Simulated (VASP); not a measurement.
A run of VASP 6.6.1:

Contents of INCAR:

```
ALGO     = Fast           # electronic algorithm
EDIFF    = 1E-7           # SCF threshold, eV
EDIFFG   = -0.05          # ionic threshold
ENCUT    = 600            # plane-wave cutoff, eV
GGA      = PS             # functional
IBRION   = 2              # ionic algorithm
ISIF     = 3              # what is computed and relaxed
ISMEAR   = 0              # smearing method
LASPH    = T              # aspherical terms in the spheres
LCHARG   = F              # write CHGCAR
LREAL    = F              # projectors in reciprocal space
LWAVE    = F              # write WAVECAR
NELM     = 80             # most SCF steps
NSW      = 100            # ionic steps
PREC     = Accurate       # precision mode
SIGMA    = 0.1            # smearing width, eV
```

KPOINTS

```
k-points
0
Gamma
  10 10 10
```

File POSCAR:

```
Re
1.0
   -1.5013639100      1.5013639100      1.5013639100
    1.5013639100     -1.5013639100      1.5013639100
    1.5013639100      1.5013639100     -1.5013639100
Re
1
Direct
    0.0000000000      0.0000000000      0.0000000000
```

Potentials or basis: VASP PAW PBE potentials, release 64 (Re).

Run with:

```bash
$ cat potpaw_PBE.64/Re/POTCAR > POTCAR
$ mpirun -np 1 vasp_std > vasp.out
```

Hardware: 1 thread of AMD EPYC 9R45 96-Core Processor (Zen 5), on a shared host.

Question: How long does it take, and how much memory?

Answer: It took 20 s on 1 thread of AMD EPYC 9R45 96-Core Processor (Zen 5) (shared host), peak memory 0.12 GiB. Counts: scf iterations 55, k points 47, ion steps 5.
